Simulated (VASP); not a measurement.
# Ru (P6_3/mmc) in VASP: single point with PBE

Aim: the single point of Ru with PBE.

All numbers are computed with VASP 6.6.1; they aren't measurements. Logs are shortened: lines on timing, memory, paths and dates and some standing lists are left out, and cuts for length are marked.

## (1) The cell of the first run

The structure is hexagonal, space group P6_3/mmc (No. 194). The conventional cell has a = 2.706 Å, b = 2.706 Å, c = 4.282 Å, α = 90.00°, β = 90.00°, γ = 120.00°. Within 3.5 Å of Ru (site symmetry -6m2) lie 12 Ru at 2.65 to 2.71 Å.

## (2) Single point, PBE

Contents of INCAR:

```
  PREC = Accurate
  ENCUT = 520
  EDIFF = 1E-7
  ISMEAR = -1
  SIGMA = 0.05
  LREAL = F
  LASPH = T
  NELM = 80
  ALGO = Normal
  ISIF = 2
  LWAVE = F
  LCHARG = F
  GGA = PE
  NBANDS = 21
```

Contents of KPOINTS:

```
regular mesh
0
Gamma
  11 11 6
```

Contents of POSCAR:

```
Ru
1.0
    2.7057993300      0.0000000000      0.0000000000
   -1.3528996700      2.3432909600      0.0000000000
    0.0000000000      0.0000000000      4.2819000000
Ru
2
Direct
    0.3333333300      0.6666666700      0.2500000000
    0.6666666700      0.3333333300      0.7500000000
```

Potentials or basis: VASP PAW PBE potentials, release 64 (Ru_pv).

Started as:

```bash
$ cat potpaw_PBE.64/Ru_pv/POTCAR > POTCAR
$ mpirun -np 1 vasp_std > vasp.out
```

OUTCAR:

```text
PREC = Accurate
   ENCUT = 520
   EDIFF = 1E-7
   ISMEAR = -1
   LREAL = F
   LASPH = T
   NELM = 80
   ISIF = 2
   GGA = PE

 ion  position               nearest neighbor table
   1  0.333  0.667  0.250-   2 2.65   2 2.65   2 2.65   2 2.65   2 2.65   2 2.65
   2  0.667  0.333  0.750-   1 2.65   1 2.65   1 2.65   1 2.65   1 2.65   1 2.65

  LATTYP: Found a hexagonal cell.
 ALAT       =     2.7057993300
 C/A-ratio  =     1.5824898589

  Lattice vectors:

 A1 = (   2.7057993300,   0.0000000000,   0.0000000000)
 A2 = (  -1.3528996700,   2.3432909600,   0.0000000000)
 A3 = (   0.0000000000,   0.0000000000,   4.2819000000)

Analysis of symmetry for initial positions (statically):
=====================================================================
 Subroutine PRICEL returns:
 Original cell was already a primitive cell.

 Routine SETGRP: Setting up the symmetry group for a
 hexagonal supercell.

 Subroutine GETGRP returns: Found 24 space group operations
 (whereof 12 operations were pure point group operations)
 out of a pool of 24 trial point group operations.

The static configuration has the point symmetry D_3d.
 The point group associated with its full space group is D_6h.

Analysis of symmetry for dynamics (positions and initial velocities):
=====================================================================
 Subroutine PRICEL returns:
 Original cell was already a primitive cell.

 Routine SETGRP: Setting up the symmetry group for a
 hexagonal supercell.

 Subroutine GETGRP returns: Found 24 space group operations
 (whereof 12 operations were pure point group operations)
 out of a pool of 24 trial point group operations.

The dynamic configuration has the point symmetry D_3d.
 The point group associated with its full space group is D_6h.

 Subroutine INISYM returns: Found 24 space group operations
 (whereof 12 operations are pure point group operations),
 and found     1 'primitive' translations

----------------------------------------------------------------------------------------

                                     Primitive cell

  volume of cell :      27.1493

  direct lattice vectors                    reciprocal lattice vectors
     2.705799330  0.000000000  0.000000000     0.369576557  0.213375125  0.000000000
    -1.352899670  2.343290960  0.000000000     0.000000000  0.426750249  0.000000000
     0.000000000  0.000000000  4.281900000     0.000000000  0.000000000  0.233541185

  length of vectors
     2.705799330  2.705799335  4.281900000     0.426750249  0.426750249  0.233541185

  position of ions in fractional coordinates (direct lattice)
     0.333333330  0.666666670  0.250000000
     0.666666670  0.333333330  0.750000000

  ion indices of the primitive-cell ions
   primitive index   ion index
                 1           1
                 2           2

----------------------------------------------------------------------------------------

 KPOINTS: regular mesh

Automatic generation of k-mesh.
 Grid dimensions read from file:
 generate k-points for:   11   11    6

 Generating k-lattice:

  Cartesian coordinates                     Fractional coordinates (reciprocal lattice)
     0.033597869  0.019397739  0.000000000     0.090909091  0.000000000  0.000000000
     0.000000000  0.038795477  0.000000000     0.000000000  0.090909091  0.000000000
     0.000000000  0.000000000  0.038923531     0.000000000  0.000000000  0.166666667

  Length of vectors
     0.038795477  0.038795477  0.038923531

  Shift w.r.t. Gamma in fractional coordinates (k-lattice)
     0.000000000  0.000000000  0.000000000

 Subroutine IBZKPT returns following result:
 ===========================================

 Found     64 irreducible k-points:

 Following reciprocal coordinates:
            Coordinates               Weight
  0.000000  0.000000  0.000000      1.000000
  0.090909  0.000000  0.000000      6.000000
  0.181818  0.000000  0.000000      6.000000
  0.272727  0.000000  0.000000      6.000000
  0.363636  0.000000  0.000000      6.000000
  0.454545  0.000000  0.000000      6.000000
[... 16 lines left out ...]
  0.090909  0.090909  0.166667     12.000000
  0.181818  0.090909  0.166667     24.000000
 [... further k-points ...]
   k-points           NKPTS =     64   k-points in BZ     NKDIM =     64   number of bands    NBANDS=     21
   number of dos      NEDOS =    301   number of ions     NIONS =      2
   total plane-waves  NPLWV =  12800
   dimension x,y,z NGX =    20 NGY =   20 NGZ =   32
   dimension x,y,z NGXF=    40 NGYF=   40 NGZF=   64
   ions per type =               2
   NGX,Y,Z   is equivalent  to a cutoff of  12.29, 12.29, 12.42 a.u.
   NGXF,Y,Z  is equivalent  to a cutoff of  24.58, 24.58, 24.85 a.u.
 SYSTEM =  unknown system
   PREC   = accura    normal or accurate (medium, high low for compatibility)
   ISTART =      0    job   : 0-new  1-cont  2-samecut
   ICHARG =      2    charge: 1-file 2-atom 10-const
   ISPIN  =      1    spin polarized calculation?
   LNONCOLLINEAR =      F non collinear calculations
   LSORBIT =      F    spin-orbit coupling
   LASPH  =      T    aspherical Exc in radial PAW
   ENCUT  =  520.0 eV  38.22 Ry    6.18 a.u.   5.03  5.03  7.96*2*pi/ulx,y,z
   NELM   =     80;   NELMIN=  2; NELMDL= -5     # of ELM steps
   EDIFF  = 0.1E-06   stopping-criterion for ELM
   LREAL  =      F    real-space projection
   EDIFFG = 0.1E-05   stopping-criterion for IOM
   NSW    =      0    number of steps for IOM
   IBRION =     -1    ionic relax: 0-MD 1-quasi-New 2-CG
   NFREE  =      0    steps in history (QN), initial steepest desc. (CG)
   ISIF   =      2    stress and relaxation
   ISYM   =      2    0-nonsym 1-usesym 2-fastsym
   POTIM  = 0.5000    time-step for ionic-motion
   TEBEG  =    0.0;   TEEND  =   0.0 temperature during run
   PSTRESS=    0.0 pullay stress
   NELECT =      28.0000    total number of electrons
   NUPDOWN=      -1.0000    fix difference up-down
   EMIN   =  10.00;   EMAX   =-10.00  energy-range for DOS
   EFERMI =   0.00;   METHOD = LEGACY
   ISMEAR =    -1;   SIGMA  =   0.05  broadening in eV -4-tet -1-fermi 0-gaus
   EFERMI_NEDOS =   21; number of points for ismear=-14 and -15
   IALGO  =     38    algorithm
   IMIX   =      4    mixing-type and parameters
     AMIX     =   0.40;   BMIX     =  1.00
     AMIX_MAG =   1.60;   BMIX_MAG =  1.00
  volume/ion in A,a.u.               =      13.57        91.61
  Fermi-wavevector in a.u.,A,eV,Ry     =   1.654022  3.125649 37.222686  2.735790
  Thomas-Fermi vector in A             =   2.742361
   LORBIT       =      0    0 simple, 1 ext, 2 COOP (PROOUT), +10 PAW based schemes
   GGA     = PE    functional components
   LHFCALC =     F    Hartree Fock is set to
   AEXX    =    0.0000 exact exchange contribution
   IVDW    =     0    specifies the selected vdW correction
   LEPSILON=     F    determine dielectric tensor
   LRPA    =     F    only Hartree local field effects (RPA)
 non-spin polarized calculation
  energy-cutoff  :      520.00
  volume of cell :       27.15
 maximum number of plane-waves:       744
 NGX is ok and might be reduce to    20
   NGX =  9   NGY =  9   NGZ = 15

 number of electron      28.0000008 magnetization

 Free energy of the ion-electron system (eV)
  ---------------------------------------------------
  ext. energy  EPLUGINS =         0.00000000
  ---------------------------------------------------
  free energy    TOTEN  =       -18.45981989 eV

  energy without entropy =      -18.44299899  energy(sigma->0) =      -18.45140944

 E-fermi :  12.7758     XC(G=0): -14.1208

 val. band max:       12.7567269688   @ k =   0.2727   0.0000   0.0000
 cond. band min:      12.7927039630   @ k =   0.2727   0.1818   0.0000
 fundamental gap:      0.0359769942
 Fermi energy:        12.7757890464

 k-point     1 :       0.0000    0.0000    0.0000
  band No.  band energies     occupation
      1     -30.8054      2.00000
      2     -29.8721      2.00000
      3     -29.8721      2.00000
      4     -29.7019      2.00000
      5     -29.7019      2.00000
      6     -29.6614      2.00000
[... 13 lines left out ...]
     20      23.2650      0.00000
     21      23.2944      0.00000

 k-point     2 :       0.0909    0.0000    0.0000
  band No.  band energies     occupation
      1     -30.7774      2.00000
      2     -29.9314      2.00000
      3     -29.8921      2.00000
      4     -29.7638      2.00000
      5     -29.7101      2.00000
      6     -29.6745      2.00000
[... 13 lines left out ...]
     20      23.2650      0.00000
     21      23.2871      0.00000

 k-point     3 :       0.1818    0.0000    0.0000
  band No.  band energies     occupation
      1     -30.6978      2.00000
      2     -30.0907      2.00000
      3     -29.9437      2.00000
      4     -29.9257      2.00000
      5     -29.7337      2.00000
      6     -29.7139      2.00000
[... 13 lines left out ...]
     20      23.2650      0.00000
     21      23.2764      0.00000

 k-point     4 :       0.2727    0.0000    0.0000
  band No.  band energies     occupation
      1     -30.5799      2.00000
      2     -30.2993      2.00000
      3     -30.1297      2.00000
      4     -30.0084      2.00000
      5     -29.7788      2.00000
      6     -29.7669      2.00000
[... 13 lines left out ...]
     20      23.2649      0.00000
     21      23.2706      0.00000

 k-point     5 :       0.3636    0.0000    0.0000
  band No.  band energies     occupation
      1     -30.4906      2.00000
      2     -30.4467      2.00000
      3     -30.3100      2.00000
      4     -30.0657      2.00000
      5     -29.8630      2.00000
      6     -29.7990      2.00000
[... 13 lines left out ...]
     20      23.2589      0.00000
     21      23.2649      0.00000

 k-point     6 :       0.4545    0.0000    0.0000
  band No.  band energies     occupation
      1     -30.6038      2.00000
      2     -30.4142      2.00000
      3     -30.3411      2.00000
      4     -30.0990      2.00000
      5     -29.9393      2.00000
      6     -29.8185      2.00000
[... 13 lines left out ...]
     20      23.2643      0.00000
     21      23.8006      0.00000

 k-point     7 :       0.0909    0.0909    0.0000
  band No.  band energies     occupation
      1     -30.7235      2.00000
      2     -30.0278      2.00000
      3     -29.9585      2.00000
      4     -29.8488      2.00000
      5     -29.7352      2.00000
      6     -29.7007      2.00000
[... 13 lines left out ...]
     20      23.2650      0.00000
     21      23.2790      0.00000
[... 291 lines left out ...]
      1     -30.5775      2.00000
      2     -30.2511      2.00000
      3     -30.1715      2.00000
      4     -29.9925      2.00000
      5     -29.7885      2.00000
      6     -29.7833      2.00000
[... 13 lines left out ...]
     20      23.2649      0.00000
     21      24.5950      0.00000

 k-point    21 :       0.3636    0.0000    0.1667
  band No.  band energies     occupation
      1     -30.5892      2.00000
      2     -30.3865      2.00000
      3     -30.2781      2.00000
      4     -30.0481      2.00000
      5     -29.8544      2.00000
      6     -29.8171      2.00000
[... 13 lines left out ...]
     20      23.2648      0.00000
     21      23.9457      0.00000

 k-point    22 :       0.4545    0.0000    0.1667
  band No.  band energies     occupation
      1     -30.6610      2.00000
      2     -30.4788      2.00000
      3     -30.2406      2.00000
      4     -30.0805      2.00000
      5     -29.9142      2.00000
      6     -29.8377      2.00000
[... 13 lines left out ...]
     20      23.2640      0.00000
     21      23.4156      0.00000

 k-point    23 :       0.0909    0.0909    0.1667
  band No.  band energies     occupation
      1     -30.6672      2.00000
      2     -30.0078      2.00000
      3     -29.9632      2.00000
      4     -29.8865      2.00000
      5     -29.7487      2.00000
      6     -29.7267      2.00000
[... 13 lines left out ...]
     20      23.2649      0.00000
     21      24.4501      0.00000

 k-point    24 :       0.1818    0.0909    0.1667
  band No.  band energies     occupation
      1     -30.5975      2.00000
      2     -30.1675      2.00000
      3     -30.1193      2.00000
      4     -29.9641      2.00000
      5     -29.7942      2.00000
      6     -29.7613      2.00000
[... 13 lines left out ...]
     20      23.2649      0.00000
     21      24.5726      0.00000

 [... further k-points ...]

------------------------ aborting loop because EDIFF is reached ----------------------------------------

  FORCE on cell =-STRESS in cart. coord.  units (eV):
  Direction    XX          YY          ZZ          XY          YZ          ZX
  --------------------------------------------------------------------------------------
  -------------------------------------------------------------------------------------
  Total        0.7657161      0.7657161      0.7551835     -0.0000000      0.0000000     -0.0000000
  in kB       45.1876795     45.1876796     44.5661104     -0.0000001      0.0000000     -0.0000000
  external PRESSURE =      44.9804899 kB  Pullay stress =       0.0000000 kB

 VOLUME and BASIS-vectors are now :
 -----------------------------------------------------------------------------
  energy-cutoff  :      520.00
  volume of cell :       27.15
      direct lattice vectors                 reciprocal lattice vectors
     2.705799330  0.000000000  0.000000000     0.369576557  0.213375125  0.000000000
    -1.352899670  2.343290960  0.000000000     0.000000000  0.426750249  0.000000000
     0.000000000  0.000000000  4.281900000     0.000000000  0.000000000  0.233541185

 POSITION                                       TOTAL-FORCE (eV/Angst)
 -----------------------------------------------------------------------------------
     -0.00000      1.56219      1.07048        -0.000000     -0.000000      0.000000
      1.35290      0.78110      3.21143         0.000000      0.000000      0.000000
 -----------------------------------------------------------------------------------
    total drift:                               -0.000004      0.000003     -0.000000

  FREE ENERGIE OF THE ION-ELECTRON SYSTEM (eV)
  ---------------------------------------------------
  free  energy   TOTEN  =       -18.4598198923 eV

  energy  without entropy=      -18.4429989910  energy(sigma->0) =      -18.45140944
```

It took 37 s on 1 thread of Intel Xeon 8259CL, shared host; peak memory 0.15 GiB.

What came out:

```yaml
Free_energy: -18.4598 eV
Pressure: 4.5 GPa
Band_gap_on_the_k_mesh: zero (bands 14 and 15 overlap by 3.06 eV)
```

Caveat: the cell stands under pressure.
